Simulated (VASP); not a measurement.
# Si3Ge (R-3m) in VASP: a series of runs

Si3Ge is run at these levels: PBE; tasks: single point, relaxation of cell and atoms.

All numbers are computed with VASP 6.6.1; they aren't measurements. Logs are shortened: lines on timing, memory, paths and dates and some standing lists are left out, and cuts for length are marked.

**1. The cell of the first run**

The structure is trigonal, space group R-3m (No. 166). Conventional cell: a = 2.841 Å, b = 2.841 Å, c = 27.838 Å, α = 90.00°, β = 90.00°, γ = 120.00°. Si (site symmetry -3m) has 12 Si at 2.84 Å within 3.7 Å. Si (site symmetry 3m) has 9 Si at 2.84 Å and 3 Ge at 2.84 Å within 3.7 Å. Ge (site symmetry -3m) has 6 Si at 2.84 Å and 6 Ge at 2.84 Å within 3.7 Å.

**2. Single point, PBE**

INCAR reads:

```
SYSTEM = Si3Ge
  ALGO = Normal
  EDIFF = 1E-6
  ENCUT = 520
  GGA = PE
  ISIF = 2
  ISMEAR = 0
  LASPH = .TRUE.
  LCHARG = .TRUE.
  LELF = .TRUE.
  LREAL = .FALSE.
  LVHAR = .TRUE.
  LWAVE = .FALSE.
  NBANDS = 21
  NELM = 80
  PREC = Accurate
  SIGMA = 0.1
```

KPOINTS reads:

```
k-points
0
G
  6 6 6
  0 0 0
```

POSCAR reads:

```
Si3Ge
1.0
    1.4206109000      0.8201900800      9.2793915200
   -1.4206109000      0.8201900800      9.2793915200
    0.0000000000     -1.6403801700      9.2793915200
Si Ge
3 1
Direct
    0.0000000000      0.0000000000      0.0000000000
    0.2500000000      0.2500000000      0.2500000000
    0.7500000000      0.7500000000      0.7500000000
    0.5000000000      0.5000000000      0.5000000000
```

Potentials or basis: VASP PAW PBE potentials, release 64 (Si, Ge_d).

Run with:

```bash
cat potpaw_PBE.64/Si/POTCAR potpaw_PBE.64/Ge_d/POTCAR > POTCAR
mpirun -np 1 vasp_std > vasp.out
```

OUTCAR:

```text
SYSTEM = Si3Ge
   EDIFF = 1E-6
   ENCUT = 520
   GGA = PE
   ISIF = 2
   ISMEAR = 0
   LASPH = .TRUE.
   LREAL = .FALSE.
   NELM = 80
   PREC = Accurate

 ion  position               nearest neighbor table
   1  0.000  0.000  0.000-   3 2.84   2 2.84   3 2.84   3 2.84   2 2.84   2 2.84
   2  0.250  0.250  0.250-   1 2.84   4 2.84   1 2.84   1 2.84   4 2.84   4 2.84
   3  0.750  0.750  0.750-   4 2.84   1 2.84   4 2.84   4 2.84   1 2.84   1 2.84
   4  0.500  0.500  0.500-   2 2.84   3 2.84   2 2.84   2 2.84   3 2.84   3 2.84

  LATTYP: Found a trigonal (rhomboedric) cell.
 ALAT       =     9.4232666352
 COS(alpha) =     0.9545454545

  Lattice vectors:

 A1 = (   1.4206109000,   0.8201900800,   9.2793915200)
 A2 = (  -1.4206109000,   0.8201900800,   9.2793915200)
 A3 = (   0.0000000000,  -1.6403801700,   9.2793915200)

Analysis of symmetry for initial positions (statically):
=====================================================================
 Subroutine PRICEL returns:
 Original cell was already a primitive cell.

 Routine SETGRP: Setting up the symmetry group for a
 trigonal (rhombohedral) supercell.

 Subroutine GETGRP returns: Found 12 space group operations
 (whereof 12 operations were pure point group operations)
 out of a pool of 12 trial point group operations.

The static configuration has the point symmetry D_3d.

Analysis of symmetry for dynamics (positions and initial velocities):
=====================================================================
 Subroutine PRICEL returns:
 Original cell was already a primitive cell.

 Routine SETGRP: Setting up the symmetry group for a
 trigonal (rhombohedral) supercell.

 Subroutine GETGRP returns: Found 12 space group operations
 (whereof 12 operations were pure point group operations)
 out of a pool of 12 trial point group operations.

The dynamic configuration has the point symmetry D_3d.

 Subroutine INISYM returns: Found 12 space group operations
 (whereof 12 operations are pure point group operations),
 and found     1 'primitive' translations

----------------------------------------------------------------------------------------

                                     Primitive cell

  volume of cell :      64.8725

  direct lattice vectors                    reciprocal lattice vectors
     1.420610900  0.820190080  9.279391520     0.351961258  0.203204928  0.035921896
    -1.420610900  0.820190080  9.279391520    -0.351961258  0.203204928  0.035921896
     0.000000000 -1.640380170  9.279391520     0.000000000 -0.406409856  0.035921895

  length of vectors
     9.423266635  9.423266635  9.423266635     0.407994305  0.407994305  0.407994305

  position of ions in fractional coordinates (direct lattice)
     0.000000000  0.000000000  0.000000000
     0.250000000  0.250000000  0.250000000
     0.750000000  0.750000000  0.750000000
     0.500000000  0.500000000  0.500000000

  ion indices of the primitive-cell ions
   primitive index   ion index
                 1           1
                 2           2
                 3           3
                 4           4

----------------------------------------------------------------------------------------

 KPOINTS: k-points

Automatic generation of k-mesh.
 Grid dimensions read from file:
 generate k-points for:    6    6    6

 Generating k-lattice:

  Cartesian coordinates                     Fractional coordinates (reciprocal lattice)
     0.058660210  0.033867488  0.005986983     0.166666667  0.000000000  0.000000000
    -0.058660210  0.033867488  0.005986983     0.000000000  0.166666667  0.000000000
     0.000000000 -0.067734976  0.005986983     0.000000000  0.000000000  0.166666667

  Length of vectors
     0.067999051  0.067999051  0.067999051

  Shift w.r.t. Gamma in fractional coordinates (k-lattice)
     0.000000000  0.000000000  0.000000000

 Subroutine IBZKPT returns following result:
 ===========================================

 Found     32 irreducible k-points:

 Following reciprocal coordinates:
            Coordinates               Weight
  0.000000  0.000000  0.000000      1.000000
  0.166667  0.000000  0.000000      6.000000
  0.333333  0.000000  0.000000      6.000000
  0.500000 -0.000000  0.000000      3.000000
  0.166667  0.166667  0.000000      6.000000
  0.333333  0.166667  0.000000     12.000000
[... 16 lines left out ...]
  0.500000  0.500000  0.166667      6.000000
 -0.333333  0.500000  0.166667     12.000000
 [... further k-points ...]
   k-points           NKPTS =     32   k-points in BZ     NKDIM =     32   number of bands    NBANDS=     21
   number of dos      NEDOS =    301   number of ions     NIONS =      4
   total plane-waves  NPLWV = 343000
   dimension x,y,z NGX =    70 NGY =   70 NGZ =   70
   dimension x,y,z NGXF=   140 NGYF=  140 NGZF=  140
   ions per type =               3   1
   NGX,Y,Z   is equivalent  to a cutoff of  12.35, 12.35, 12.35 a.u.
   NGXF,Y,Z  is equivalent  to a cutoff of  24.70, 24.70, 24.70 a.u.
 SYSTEM =  Si3Ge
   PREC   = accura    normal or accurate (medium, high low for compatibility)
   ISTART =      0    job   : 0-new  1-cont  2-samecut
   ICHARG =      2    charge: 1-file 2-atom 10-const
   ISPIN  =      1    spin polarized calculation?
   LNONCOLLINEAR =      F non collinear calculations
   LSORBIT =      F    spin-orbit coupling
   LASPH  =      T    aspherical Exc in radial PAW
   ENCUT  =  520.0 eV  38.22 Ry    6.18 a.u.  17.52 17.52 17.52*2*pi/ulx,y,z
   NELM   =     80;   NELMIN=  2; NELMDL= -5     # of ELM steps
   EDIFF  = 0.1E-05   stopping-criterion for ELM
   LREAL  =      F    real-space projection
   EDIFFG = 0.1E-04   stopping-criterion for IOM
   NSW    =      0    number of steps for IOM
   IBRION =     -1    ionic relax: 0-MD 1-quasi-New 2-CG
   NFREE  =      0    steps in history (QN), initial steepest desc. (CG)
   ISIF   =      2    stress and relaxation
   ISYM   =      2    0-nonsym 1-usesym 2-fastsym
   POTIM  = 0.5000    time-step for ionic-motion
   TEBEG  =    0.0;   TEEND  =   0.0 temperature during run
   PSTRESS=    0.0 pullay stress
   NELECT =      26.0000    total number of electrons
   NUPDOWN=      -1.0000    fix difference up-down
   EMIN   =  10.00;   EMAX   =-10.00  energy-range for DOS
   EFERMI =   0.00;   METHOD = LEGACY
   ISMEAR =     0;   SIGMA  =   0.10  broadening in eV -4-tet -1-fermi 0-gaus
   EFERMI_NEDOS =   21; number of points for ismear=-14 and -15
   IALGO  =     38    algorithm
   IMIX   =      4    mixing-type and parameters
     AMIX     =   0.40;   BMIX     =  1.00
     AMIX_MAG =   1.60;   BMIX_MAG =  1.00
  volume/ion in A,a.u.               =      16.22       109.45
  Fermi-wavevector in a.u.,A,eV,Ry     =   1.207014  2.280927 19.822109  1.456884
  Thomas-Fermi vector in A             =   2.342665
   LORBIT       =      0    0 simple, 1 ext, 2 COOP (PROOUT), +10 PAW based schemes
   GGA     = PE    functional components
   LHFCALC =     F    Hartree Fock is set to
   AEXX    =    0.0000 exact exchange contribution
   IVDW    =     0    specifies the selected vdW correction
   LEPSILON=     F    determine dielectric tensor
   LRPA    =     F    only Hartree local field effects (RPA)
 non-spin polarized calculation
 Gauss-broadening in eV      SIGMA  =   0.10
  energy-cutoff  :      520.00
  volume of cell :       64.87
 maximum number of plane-waves:      1766
   NGX = 35   NGY = 35   NGZ = 35

 number of electron      25.9999998 magnetization

 Free energy of the ion-electron system (eV)
  ---------------------------------------------------
  ext. energy  EPLUGINS =         0.00000000
  ---------------------------------------------------
  free energy    TOTEN  =       -18.25596792 eV

  energy without entropy =      -18.23574272  energy(sigma->0) =      -18.24585532

 E-fermi :   8.7185     XC(G=0): -11.0754

 val. band max:        8.6887992595   @ k =   0.5000   0.3333   0.1667
 cond. band min:       8.7385509380   @ k =  -0.1667   0.1667   0.1667
 fundamental gap:      0.0497516785
 Fermi energy:         8.7184921255

 k-point     1 :       0.0000    0.0000    0.0000
  band No.  band energies     occupation
      1     -16.1566      2.00000
      2     -16.1534      2.00000
      3     -16.1534      2.00000
      4     -16.0572      2.00000
      5     -16.0572      2.00000
      6      -5.1409      2.00000
[... 13 lines left out ...]
     20      18.7267      0.00000
     21      18.7267      0.00000

 k-point     2 :       0.1667    0.0000    0.0000
  band No.  band energies     occupation
      1     -16.1675      2.00000
      2     -16.1280      2.00000
      3     -16.1197      2.00000
      4     -16.0775      2.00000
      5     -16.0616      2.00000
      6      -4.4609      2.00000
[... 13 lines left out ...]
     20      17.2441      0.00000
     21      17.3661      0.00000

 k-point     3 :       0.3333    0.0000    0.0000
  band No.  band energies     occupation
      1     -16.1950      2.00000
      2     -16.1174      2.00000
      3     -16.0735      2.00000
      4     -16.0706      2.00000
      5     -16.0515      2.00000
      6      -2.4287      2.00000
[... 13 lines left out ...]
     20      15.2783      0.00000
     21      15.5627      0.00000
[... 457 lines left out ...]
 k-point    23 :       0.5000    0.5000    0.1667
  band No.  band energies     occupation
      1     -16.1950      2.00000
      2     -16.1174      2.00000
      3     -16.0735      2.00000
      4     -16.0706      2.00000
      5     -16.0515      2.00000
      6      -2.2704      2.00000
[... 13 lines left out ...]
     20      14.9041      0.00000
     21      15.5964      0.00000

 k-point    24 :      -0.3333    0.5000    0.1667
  band No.  band energies     occupation
      1     -16.1684      2.00000
      2     -16.1264      2.00000
      3     -16.0854      2.00000
      4     -16.0717      2.00000
      5     -16.0339      2.00000
      6      -0.2461      2.00000
[... 13 lines left out ...]
     20      12.9024      0.00000
     21      14.5308      0.00000

 [... further k-points ...]

------------------------ aborting loop because EDIFF is reached ----------------------------------------

  FORCE on cell =-STRESS in cart. coord.  units (eV):
  Direction    XX          YY          ZZ          XY          YZ          ZX
  --------------------------------------------------------------------------------------
  -------------------------------------------------------------------------------------
  Total       -1.1760621     -1.1760621      0.0490783      0.0000000     -0.0000000      0.0000000
  in kB      -29.0456058    -29.0456056      1.2121039      0.0000000     -0.0000000      0.0000000
  external PRESSURE =     -18.9597025 kB  Pullay stress =       0.0000000 kB

 VOLUME and BASIS-vectors are now :
 -----------------------------------------------------------------------------
  energy-cutoff  :      520.00
  volume of cell :       64.87
      direct lattice vectors                 reciprocal lattice vectors
     1.420610900  0.820190080  9.279391520     0.351961258  0.203204928  0.035921896
    -1.420610900  0.820190080  9.279391520    -0.351961258  0.203204928  0.035921896
     0.000000000 -1.640380170  9.279391520     0.000000000 -0.406409856  0.035921895

 POSITION                                       TOTAL-FORCE (eV/Angst)
 -----------------------------------------------------------------------------------
      0.00000      0.00000      0.00000         0.000000      0.000000      0.000000
      0.00000     -0.00000      6.95954         0.000000     -0.000000      0.538693
      0.00000     -0.00000     20.87863         0.000000      0.000000     -0.538693
      0.00000     -0.00000     13.91909        -0.000000     -0.000000      0.000000
 -----------------------------------------------------------------------------------
    total drift:                               -0.000000     -0.000000      0.000000

  FREE ENERGIE OF THE ION-ELECTRON SYSTEM (eV)
  ---------------------------------------------------
  free  energy   TOTEN  =       -18.2559679166 eV

  energy  without entropy=      -18.2357427222  energy(sigma->0) =      -18.24585532
```

It took 3.3 min on 1 thread of Intel Xeon 6975P-C (Granite Rapids), shared host; peak memory 0.65 GiB.

Results:

* Free energy: -18.2560 eV
* Pressure: -1.9 GPa
* Largest force: 0.539 eV/Å
* Band gap on the k mesh: zero (bands 13 and 14 overlap by 10.08 eV)

Forces on the atoms (eV/Å):
```
Si   0.000  0.000  0.000
Si   0.000  0.000  0.539
Si   0.000  0.000 -0.539
Ge   0.000  0.000  0.000
```

Levels at points of the mesh, in eV from the Fermi level:
| k point | band 9 | band 10 | band 11 | band 12 | band 13 | band 14 | band 15 | band 16 | band 17 | band 18 |
| --- | --- | --- | --- | --- | --- | --- | --- | --- | --- | --- |
| (0.00, 0.00, 0.00) | -7.54 | -6.34 | 1.19 | 1.25 | 7.60 | 7.60 | 8.07 | 8.07 | 8.20 | 8.20 |
| (0.50, 0.00, 0.00) | -6.53 | -5.29 | -5.25 | -2.41 | -2.27 | 0.11 | 0.27 | 3.23 | 3.24 | 4.90 |
| (0.50, 0.50, 0.00) | -6.35 | -4.91 | -4.74 | -3.06 | -3.06 | 1.17 | 1.19 | 2.85 | 2.85 | 4.36 |
| (0.50, 0.50, 0.50) | -9.80 | -3.18 | -3.17 | 6.09 | 6.18 | 7.63 | 7.63 | 7.75 | 7.75 | 9.01 |

Caveat: the k points lie up to 0.43 Å⁻¹ apart, too coarse for converged energies and pressures of a metal.

**3. Single point, PBE**

This run uses another cell than the first one, of 16.50 Å³/atom.

INCAR reads:

```
SYSTEM = Si3Ge
ALGO = Normal
EDIFF = 1E-7
ENCUT = 520
GGA = PE
ISIF = 2
ISMEAR = 0
LASPH = .True.
LCHARG = .False.
LREAL = .False.
LWAVE = .False.
NBANDS = 21
NELM = 80
PREC = Accurate
SIGMA = 0.1
```

KPOINTS reads:

```
k-points
0
Gamma
  6 6 6
  0 0 0
```

POSCAR reads:

```
Si3Ge
1.0
    1.3339270371      0.7701431320     10.7080927851
   -1.3339270371      0.7701431320     10.7080927851
    0.0000000000     -1.5402862698     10.7080927847
Si Ge
3 1
Direct
    0.0000000000      0.0000000000      0.0000000000
    0.2525262899      0.2525262899      0.2525262899
    0.7474737101      0.7474737101      0.7474737101
    0.5000000000      0.5000000000      0.5000000000
```

Potentials or basis: VASP PAW PBE potentials, release 64 (Si, Ge_d).

Run with:

```bash
cat potpaw_PBE.64/Si/POTCAR potpaw_PBE.64/Ge_d/POTCAR > POTCAR
mpirun -np 1 vasp_std > vasp.out
```

OUTCAR:

```text
SYSTEM = Si3Ge
   EDIFF = 1E-7
   ENCUT = 520
   GGA = PE
   ISIF = 2
   ISMEAR = 0
   LASPH = .True.
   LREAL = .False.
   NELM = 80
   PREC = Accurate

 ion  position               nearest neighbor table
   1  0.000  0.000  0.000-   3 3.02   3 3.02   2 3.02   2 3.02   3 3.02   2 3.02
   2  0.253  0.253  0.253-   1 3.02   1 3.02   1 3.02
   3  0.747  0.747  0.747-   1 3.02   1 3.02   1 3.02
   4  0.500  0.500  0.500-

  LATTYP: Found a trigonal (rhomboedric) cell.
[... 774 lines left out ...]
  FORCE on cell =-STRESS in cart. coord.  units (eV):
  Direction    XX          YY          ZZ          XY          YZ          ZX
  --------------------------------------------------------------------------------------
  -------------------------------------------------------------------------------------
  Total       -0.0039062     -0.0039062      0.1524882     -0.0000000     -0.0000000      0.0000000
  in kB       -0.0948195     -0.0948195      3.7015194     -0.0000000     -0.0000000      0.0000000
  external PRESSURE =       1.1706268 kB  Pullay stress =       0.0000000 kB

 VOLUME and BASIS-vectors are now :
 -----------------------------------------------------------------------------
  energy-cutoff  :      520.00
  volume of cell :       66.00
      direct lattice vectors                 reciprocal lattice vectors
     1.333927037  0.770143132 10.708092785     0.374833095  0.216409988  0.031129104
    -1.333927037  0.770143132 10.708092785    -0.374833095  0.216409988  0.031129104
     0.000000000 -1.540286270 10.708092785     0.000000000 -0.432819977  0.031129104

 POSITION                                       TOTAL-FORCE (eV/Angst)
 -----------------------------------------------------------------------------------
      0.00000      0.00000      0.00000        -0.000000      0.000000     -0.000000
      0.00000     -0.00000      8.11222        -0.000000     -0.000000      0.008060
      0.00000     -0.00000     24.01205        -0.000000      0.000000     -0.008060
      0.00000     -0.00000     16.06214         0.000000      0.000000      0.000000
 -----------------------------------------------------------------------------------
    total drift:                                0.000000     -0.000000      0.000000

  FREE ENERGIE OF THE ION-ELECTRON SYSTEM (eV)
  ---------------------------------------------------
  free  energy   TOTEN  =       -18.5762016910 eV

  energy  without entropy=      -18.5672850584  energy(sigma->0) =      -18.57174337
```

stdout:

```text
POSCAR found type information on POSCAR SiGe
 POSCAR found :  2 types and       4 ions
 scaLAPACK will be used
 LDA part: xc-table for (Slater+PW92), standard interpolation
 POSCAR, INCAR and KPOINTS ok, starting setup
 FFT: planning ... GRIDC
 FFT: planning ... GRID_SOFT
 FFT: planning ... GRID
 WAVECAR not read
 entering main loop
```

Run time: 4.6 min. Hardware: 1 thread of Intel Xeon 6975P-C (Granite Rapids), shared host; peak memory 0.9 GiB.

Results:

```
Free energy            : -18.5762 eV
Pressure               : 0.1 GPa
Largest force          : 0.008 eV/Å
Band gap on the k mesh : zero (bands 13 and 14 overlap by 7.55 eV)
```

Forces in eV/Å, atoms in the order of the input:
```
Si   0.000  0.000  0.000
Si   0.000  0.000  0.008
Si   0.000  0.000 -0.008
Ge   0.000  0.000  0.000
```

Caveat: the k points lie up to 0.45 Å⁻¹ apart, too coarse for converged energies and pressures of a metal.

(Part 1 of 2 ends here.)

The gap in the log of VASP goes by the Fermi energy; the results here count the filled bands.